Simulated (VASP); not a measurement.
Here is a VASP 6.6.1 calculation.

File INCAR:

```
  ALGO = Normal
  EDIFF = 1E-6
  ENCUT = 520
  GGA = PS
  ISIF = 2
  ISMEAR = 0
  LASPH = True
  LCHARG = False
  LREAL = False
  LWAVE = False
  NBANDS = 20
  NELM = 100
  PREC = Accurate
  SIGMA = 0.05
```

The input KPOINTS:

```
k-points
0
Gamma
  6 6 6
```

POSCAR

```
O
1.0
    3.8922577200      0.0000000000      0.0000000000
    0.0000000000      3.7894570000      0.0000000000
   -0.9966562300      0.0000000000      2.9829488369
O
4
Direct
    0.3329660000      0.6941230000      0.6812950000
    0.6670340000      0.6941230000      0.8187050000
    0.6670340000      0.3058770000      0.3187050000
    0.3329660000      0.3058770000      0.1812950000
```

Potentials or basis: VASP PAW PBE potentials, release 64 (O).

Run with:

```sh
$ cat potpaw_PBE.64/O/POTCAR > POTCAR
$ mpirun -np 1 vasp_std > vasp.out
```

(1) Estimate the largest force.

(2) Estimate the band gap on the k mesh.

(3) What does it give for the pressure?

Answers

(1) 0.776 eV/Å.

(2) 0.42 eV, indirect (least direct gap 0.60 eV).

(3) -2.2 GPa.

Caveat: the standard files for N, O and F lose accuracy on very short bonds; spin is off for a triplet molecule; the PAW data sets were made with another functional, which shifts forces and pressure a little.
